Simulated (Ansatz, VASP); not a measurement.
## Ti3Zn: VASP beside Ansatz

File INCAR:

```
  ALGO = Fast
  EDIFF = 1E-6
  ENCUT = 520
  ISIF = 2
  ISMEAR = 0
  LASPH = T
  LCHARG = F
  LREAL = F
  LWAVE = F
  NBANDS = 32
  NELM = 100
  PREC = Accurate
  SIGMA = 0.15
```

Contents of KPOINTS:

```
k-points
0
Gamma
  12 12 12
```

Contents of POSCAR:

```
Ti3Zn
1.0
    3.8053257197      0.1030467643      0.1030467643
    0.1030467643      3.8053257197      0.1030467643
    0.1030467643      0.1030467643      3.8053257197
Ti Zn
3 1
Direct
    0.0000000000      0.5000000000      0.5000000000
    0.5000000000      0.0000000000      0.5000000000
    0.5000000000      0.5000000000      0.0000000000
    0.0000000000      0.0000000000      0.0000000000
```

Input for Ansatz:

```yaml
crystal:
  lattice:
    - [3.8053257197, 0.1030467643, 0.1030467643]
    - [0.1030467643, 3.8053257197, 0.1030467643]
    - [0.1030467643, 0.1030467643, 3.8053257197]
  atoms:
    - { symbol: Ti, position: [0.0, 0.5, 0.5] }
    - { symbol: Ti, position: [0.5, 0.0, 0.5] }
    - { symbol: Ti, position: [0.5, 0.5, 0.0] }
    - { symbol: Zn, position: [0.0, 0.0, 0.0] }
basis:
  ecutwfc: 520.0
kpoints:
  mp_grid: { grid: [12, 12, 12] }
hamiltonian:
  xc: lda
scf:
  occupations: { method: gaussian, width: 0.15 }
output:
  forces: true
  stress: true
  eigenvalues: true
```

Alike in both runs: task single point; functional LDA; k mesh 12 × 12 × 12; occupations gaussian, width 0.15 eV; no spin polarisation.

|  | VASP | Ansatz |
| --- | --- | --- |
| version | VASP 6.6.1 | Ansatz 0.2.0 |
| potentials or method | VASP PAW LDA potentials, release 64 (Ti_sv, Zn), cutoff 520 eV | scalar-relativistic, plane waves, PAW |
| valence electrons in the cell | 48 | 48 |

|  | VASP | Ansatz | Ansatz less VASP |
| --- | --- | --- | --- |
| gap on the k mesh at the Fermi level (eV) | none | none | - |
| pressure (GPa) | 13.7 | 13.5 | -0.19 |
| traceless stress, the component that is largest in VASP (GPa) | -5.74 | -5.72 | +0.016 |

LDA's correlation is that of Perdew and Zunger in VASP and of Perdew and Wang (1992) in Ansatz. A gap of «none» marks a metal or a gap that the smearing closes.
